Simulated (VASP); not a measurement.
# Sr (I4_1/amd) in VASP: relaxation of shape and atoms at fixed volume with PBE

Aim: the relaxation of shape and atoms at fixed volume of Sr with PBE.

Program: VASP 6.6.1. These are calculated values, not measurements. Logs are shortened: lines on timing, memory, paths and dates and some standing lists are left out, and cuts for length are marked.

## 1. The cell of the first run

The structure is tetragonal, space group I4_1/amd (No. 141). The conventional cell has a = 7.266 Å, b = 7.266 Å, c = 3.905 Å, α = 90.00°, β = 90.00°, γ = 90.00°. Sr (site symmetry -4m2) has 10 Sr at 3.76 to 4.67 Å within 4.9 Å.

## 2. Relaxation of shape and atoms at fixed volume, PBE

Contents of INCAR:

```
SYSTEM = Sr
PREC = Accurate ; ENCUT = 600
EDIFF = 1E-7 ; ISMEAR = -1
SIGMA = 0.1 ; LREAL = .False.
LASPH = .True. ; NELM = 60
ALGO = Normal ; ISIF = 4
LWAVE = .False. ; LCHARG = .False.
GGA = PE ; IBRION = 2
NSW = 50 ; EDIFFG = -0.005
```

Contents of KPOINTS:

```
Automatic mesh
0
Gamma
  12 12 12
  0.5 0.5 0.5
```

Contents of POSCAR:

```
Sr
1.0
   -3.6329490066      3.6329490066      1.9525113973
    3.6329490066     -3.6329490066      1.9525113973
    3.6329490066      3.6329490066     -1.9525113973
Sr
2
Direct
   -0.3750000000     -0.1250000000     -0.2500000000
    0.3750000000      0.1250000000      0.2500000000
```

Potentials or basis: VASP PAW PBE potentials, release 64 (Sr_sv).

Launch:

```console
$ cat potpaw_PBE.64/Sr_sv/POTCAR > POTCAR
$ mpirun -np 1 vasp_std > vasp.out
```

OUTCAR:

```text
SYSTEM = Sr
   PREC = Accurate
   ENCUT = 600
   EDIFF = 1E-7
   ISMEAR = -1
   LREAL = .False.
   LASPH = .True.
   NELM = 60
   ISIF = 4
   GGA = PE
   IBRION = 2
   NSW = 50
   EDIFFG = -0.005

 ion  position               nearest neighbor table
   1  0.625  0.875  0.750-   2 3.76   2 3.76   2 3.76   2 3.76   2 4.67   2 4.67   2 4.67   2 4.67

   2  0.375  0.125  0.250-   1 3.76   1 3.76   1 3.76   1 3.76   1 4.67   1 4.67   1 4.67   1 4.67

  LATTYP: Found a body centered tetragonal cell.
 ALAT       =     7.2658980132
 C/A-ratio  =     0.5374453079

  Lattice vectors:

 A1 = (  -3.6329490066,   3.6329490066,   1.9525113973)
 A2 = (   3.6329490066,  -3.6329490066,   1.9525113973)
 A3 = (   3.6329490066,   3.6329490066,  -1.9525113973)

Analysis of symmetry for initial positions (statically):
=====================================================================
 Subroutine PRICEL returns:
 Original cell was already a primitive cell.

 Routine SETGRP: Setting up the symmetry group for a
 body centered tetragonal supercell.

 Subroutine GETGRP returns: Found 16 space group operations
 (whereof  4 operations were pure point group operations)
 out of a pool of 16 trial point group operations.

The static configuration has the point symmetry C_2h.
 The point group associated with its full space group is D_4h.

Analysis of symmetry for dynamics (positions and initial velocities):
=====================================================================
 Subroutine PRICEL returns:
 Original cell was already a primitive cell.

 Routine SETGRP: Setting up the symmetry group for a
 body centered tetragonal supercell.

 Subroutine GETGRP returns: Found 16 space group operations
 (whereof  4 operations were pure point group operations)
 out of a pool of 16 trial point group operations.

The dynamic configuration has the point symmetry C_2h.
 The point group associated with its full space group is D_4h.

 Subroutine INISYM returns: Found 16 space group operations
 (whereof  4 operations are pure point group operations),
 and found     1 'primitive' translations

----------------------------------------------------------------------------------------

                                     Primitive cell

  volume of cell :     103.0795

  direct lattice vectors                    reciprocal lattice vectors
    -3.632949007  3.632949007  1.952511397     0.000000000  0.137629237  0.256080451
     3.632949007 -3.632949007  1.952511397     0.137629237  0.000000000  0.256080451
     3.632949007  3.632949007 -1.952511397     0.137629237  0.137629237  0.000000000

  length of vectors
     5.496265798  5.496265798  5.496265798     0.290721524  0.290721524  0.194637134

  position of ions in fractional coordinates (direct lattice)
     0.625000000  0.875000000  0.750000000
     0.375000000  0.125000000  0.250000000

  ion indices of the primitive-cell ions
   primitive index   ion index
                 1           1
                 2           2

----------------------------------------------------------------------------------------

 KPOINTS: Automatic mesh

Automatic generation of k-mesh.
 Grid dimensions read from file:
 generate k-points for:   12   12   12

 Generating k-lattice:

  Cartesian coordinates                     Fractional coordinates (reciprocal lattice)
     0.000000000  0.011469103  0.021340038     0.083333333  0.000000000  0.000000000
     0.011469103  0.000000000  0.021340038     0.000000000  0.083333333  0.000000000
     0.011469103  0.011469103  0.000000000     0.000000000  0.000000000  0.083333333

  Length of vectors
     0.024226794  0.024226794  0.016219761

  Shift w.r.t. Gamma in fractional coordinates (k-lattice)
     0.500000000  0.500000000  0.500000000

 Subroutine IBZKPT returns following result:
 ===========================================

 Found    159 irreducible k-points:

 Following reciprocal coordinates:
            Coordinates               Weight
  0.041667  0.041667  0.041667      8.000000
  0.125000  0.041667  0.041667     16.000000
  0.208333  0.041667  0.041667     16.000000
  0.291667  0.041667  0.041667     16.000000
  0.375000  0.041667  0.041667     16.000000
  0.458333  0.041667  0.041667      8.000000
[... 16 lines left out ...]
 -0.458333  0.208333  0.041667     16.000000
 -0.375000  0.208333  0.041667     16.000000
 [... further k-points ...]
   k-points           NKPTS =    159   k-points in BZ     NKDIM =    159   number of bands    NBANDS=     14
   number of dos      NEDOS =    301   number of ions     NIONS =      2
   total plane-waves  NPLWV = 110592
   dimension x,y,z NGX =    48 NGY =   48 NGZ =   48
   dimension x,y,z NGXF=    96 NGYF=   96 NGZF=   96
   ions per type =               2
   NGX,Y,Z   is equivalent  to a cutoff of  14.52, 14.52, 14.52 a.u.
   NGXF,Y,Z  is equivalent  to a cutoff of  29.04, 29.04, 29.04 a.u.
 SYSTEM =  Sr
   PREC   = accura    normal or accurate (medium, high low for compatibility)
   ISTART =      0    job   : 0-new  1-cont  2-samecut
   ICHARG =      2    charge: 1-file 2-atom 10-const
   ISPIN  =      1    spin polarized calculation?
   LNONCOLLINEAR =      F non collinear calculations
   LSORBIT =      F    spin-orbit coupling
   LASPH  =      T    aspherical Exc in radial PAW
   ENCUT  =  600.0 eV  44.10 Ry    6.64 a.u.  10.98 10.98 10.98*2*pi/ulx,y,z
   NELM   =     60;   NELMIN=  2; NELMDL= -5     # of ELM steps
   EDIFF  = 0.1E-06   stopping-criterion for ELM
   LREAL  =      F    real-space projection
   EDIFFG = -.5E-02   stopping-criterion for IOM
   NSW    =     50    number of steps for IOM
   IBRION =      2    ionic relax: 0-MD 1-quasi-New 2-CG
   NFREE  =      1    steps in history (QN), initial steepest desc. (CG)
   ISIF   =      4    stress and relaxation
   ISYM   =      2    0-nonsym 1-usesym 2-fastsym
   POTIM  = 0.5000    time-step for ionic-motion
   TEBEG  =    0.0;   TEEND  =   0.0 temperature during run
   PSTRESS=    0.0 pullay stress
   NELECT =      20.0000    total number of electrons
   NUPDOWN=      -1.0000    fix difference up-down
   EMIN   =  10.00;   EMAX   =-10.00  energy-range for DOS
   EFERMI =   0.00;   METHOD = LEGACY
   ISMEAR =    -1;   SIGMA  =   0.10  broadening in eV -4-tet -1-fermi 0-gaus
   EFERMI_NEDOS =   21; number of points for ismear=-14 and -15
   IALGO  =     38    algorithm
   IMIX   =      4    mixing-type and parameters
     AMIX     =   0.40;   BMIX     =  1.00
     AMIX_MAG =   1.60;   BMIX_MAG =  1.00
  volume/ion in A,a.u.               =      51.54       347.81
  Fermi-wavevector in a.u.,A,eV,Ry     =   0.947751  1.790989 12.221180  0.898231
  Thomas-Fermi vector in A             =   2.075874
   LORBIT       =      0    0 simple, 1 ext, 2 COOP (PROOUT), +10 PAW based schemes
   GGA     = PE    functional components
   LHFCALC =     F    Hartree Fock is set to
   AEXX    =    0.0000 exact exchange contribution
   IVDW    =     0    specifies the selected vdW correction
   LEPSILON=     F    determine dielectric tensor
   LRPA    =     F    only Hartree local field effects (RPA)
 conjugate gradient relaxation of ions
 non-spin polarized calculation
  energy-cutoff  :      600.00
  volume of cell :      103.08
 maximum number of plane-waves:      3472
 NGX is ok and might be reduce to    48
   NGX = 21   NGY = 21   NGZ = 21

--------------------------------------- Ionic step        1  -------------------------------------------

 number of electron      20.0000000 magnetization

 Free energy of the ion-electron system (eV)
  ---------------------------------------------------
  ext. energy  EPLUGINS =         0.00000000
  ---------------------------------------------------
  free energy    TOTEN  =        -2.79313720 eV

  energy without entropy =       -2.69408074  energy(sigma->0) =       -2.74360897

------------------------ aborting loop because EDIFF is reached ----------------------------------------

  FORCE on cell =-STRESS in cart. coord.  units (eV):
  Direction    XX          YY          ZZ          XY          YZ          ZX
  --------------------------------------------------------------------------------------
  -------------------------------------------------------------------------------------
  Total        0.4713922      0.4713922      0.5567037      0.0000000      0.0000000     -0.0000000
  in kB        7.3269084      7.3269084      8.6529167      0.0000000      0.0000000     -0.0000000
  external PRESSURE =       7.7689112 kB  Pullay stress =       0.0000000 kB
[... 57 lines left out ...]
  energy  without entropy=       -2.6940095575  energy(sigma->0) =       -2.74361582

--------------------------------------- Ionic step        3  -------------------------------------------

 number of electron      20.0000000 magnetization

 Free energy of the ion-electron system (eV)
  ---------------------------------------------------
  ext. energy  EPLUGINS =         0.00000000
  ---------------------------------------------------
  free energy    TOTEN  =        -2.79324402 eV

  energy without entropy =       -2.69390641  energy(sigma->0) =       -2.74357522

 E-fermi :   1.6610     XC(G=0):  -7.5393

 val. band max:        1.6572633585   @ k =   0.3750   0.1250   0.0417
 cond. band min:       1.6618201927   @ k =   0.4583   0.0417   0.0417
 fundamental gap:      0.0045568343
 Fermi energy:         1.6610372301

 k-point     1 :       0.0417    0.0417    0.0417
  band No.  band energies     occupation
      1     -34.8970      2.00000
      2     -34.8488      2.00000
      3     -17.0169      2.00000
      4     -17.0168      2.00000
      5     -16.7744      2.00000
      6     -16.7673      2.00000
      7     -16.7352      2.00000
      8     -16.7297      2.00000
      9      -1.7376      2.00000
     10       1.2886      1.95289
     11       2.4024      0.00121
     12       2.8257      0.00002
     13       3.4192      0.00000
     14       4.1624      0.00000
[... 375 lines left out ...]
 k-point    24 :      -0.3750    0.2083    0.0417
  band No.  band energies     occupation
      1     -34.8847      2.00000
      2     -34.8557      2.00000
      3     -16.9858      2.00000
      4     -16.9533      2.00000
      5     -16.8500      2.00000
      6     -16.8112      2.00000
      7     -16.7797      2.00000
      8     -16.7468      2.00000
      9      -0.9128      2.00000
     10       1.1277      1.99039
     11       2.5680      0.00023
     12       2.9320      0.00001
     13       3.0327      0.00000
     14       3.7905      0.00000

 [... further k-points ...]

------------------------ aborting loop because EDIFF is reached ----------------------------------------

  FORCE on cell =-STRESS in cart. coord.  units (eV):
  Direction    XX          YY          ZZ          XY          YZ          ZX
  --------------------------------------------------------------------------------------
  -------------------------------------------------------------------------------------
  Total        0.4978336      0.4978336      0.4984254      0.0000000     -0.0000000      0.0000000
  in kB        7.7378909      7.7378909      7.7470892      0.0000000     -0.0000000      0.0000000
  external PRESSURE =       7.7409570 kB  Pullay stress =       0.0000000 kB
[... 17 lines left out ...]
  FREE ENERGIE OF THE ION-ELECTRON SYSTEM (eV)
  ---------------------------------------------------
  free  energy   TOTEN  =        -2.7932440225 eV

  energy  without entropy=       -2.6939064149  energy(sigma->0) =       -2.74357522

 reached required accuracy - stopping structural energy minimisation
```

Wall time 8.1 min (1 thread of Intel Xeon 8259CL, shared host); peak memory 0.47 GiB.

Results:

```
Free energy               : -2.7932 eV
Energy gained by relaxing : 0.1 meV/atom
Ionic steps               : 3
Pressure after relaxing   : 0.8 GPa
Band gap on the k mesh    : zero (bands 10 and 11 overlap by 0.50 eV)
```

Step by step:
```
step  energy change (eV)  largest force (eV/Å)  pressure (GPa)  volume (Å³)
   1              0.0000                0.0000            0.78       103.08
   2             -0.0001                0.0000            0.78       103.08
   3             -0.0001                0.0000            0.77       103.08
```

Final structure:
```
CELL_PARAMETERS angstrom
-3.62844 3.62844 1.95737
3.62844 -3.62844 1.95737
3.62844 3.62844 -1.95737
ATOMIC_POSITIONS crystal
Sr 0.62500 0.87500 0.75000
Sr 0.37500 0.12500 0.25000
```

Levels at points of the mesh, in eV from the Fermi level:
| k point | band 8 | band 9 | band 10 | band 11 | band 12 | band 13 |
| --- | --- | --- | --- | --- | --- | --- |
| (0.04, 0.04, 0.04) | -18.39 | -3.40 | -0.37 | 0.74 | 1.16 | 1.76 |
